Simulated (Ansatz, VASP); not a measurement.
One calculation of AgI, two programs

```
Ag I
1.0
     4.48499    0.00000    0.00000
    -2.24249    3.88412    0.00000
     0.00000    0.00000    7.34057
Ag I
2 2
Direct
  0.66667 0.33333 0.62773
  0.33333 0.66667 0.12773
  0.66667 0.33333 0.00227
  0.33333 0.66667 0.50227
```

Change from the starting cell: unstrained.

Alike in both runs: task single point; functional LDA; k mesh 6 × 6 × 4; no spin polarisation.

|  | VASP | Ansatz |
| --- | --- | --- |
| version | VASP 6.6.1 | Ansatz 0.2.0 |
| potentials or method | VASP PAW LDA potentials, release 64 (Ag, I), cutoff 500 eV | all-electron LAPW, scalar-relativistic |
| occupations | gaussian, width 0.01 eV | fixed |

VASP gave:

| Item | Value |
| --- | --- |
| gap on the k mesh at the Fermi level (eV) | 1.13 |
| pressure (GPa) | 0.0 |

Question: What did Ansatz give for the same quantities?

Answer: gap on the k mesh at the Fermi level (eV): 1.09; pressure (GPa): 0.0.

LDA's correlation is that of Perdew and Zunger in VASP and of Perdew and Wang (1992) in Ansatz. Ansatz ran all-electron here, and VASP with PAW potentials.

Spin-orbit coupling is off throughout.
